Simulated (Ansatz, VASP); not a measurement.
## Two plane-wave programs on NbC

```
Nb C
1.0
     0.00000    2.22494    2.22494
     2.22494    0.00000    2.22494
     2.22494    2.22494    0.00000
Nb C
1 1
Cartesian
  0.0000 0.0000 0.0000
  2.2249 2.2249 2.2249
```

Alike in both runs: functional PBEsol; k mesh 16 × 16 × 16; occupations gaussian, width 0.1 eV; no spin polarisation.

Ansatz relaxed the structure, and its values are those at the end. VASP's run is a single point on that final structure, the one shown.

```csv
,VASP,Ansatz
version,VASP 6.6.1,Ansatz 0.2.0
potentials or method,"VASP PAW PBE potentials, release 64 (Nb_sv, C), cutoff 600 eV","scalar-relativistic, plane waves, PAW"
valence electrons in the cell,17,17
```

Ansatz gave:

| Quantity | Value |
| --- | --- |
| gap on the k mesh at the Fermi level (eV) | none |
| pressure (GPa) | 0.0 |

Q: What did VASP give for the same quantities?

A: gap on the k mesh at the Fermi level (eV): none; pressure (GPa): -0.6.

VASP's potentials were made for PBE, not for PBEsol, and Ansatz warns of the same on its side. A gap of «none» marks a metal or a gap that the smearing closes.
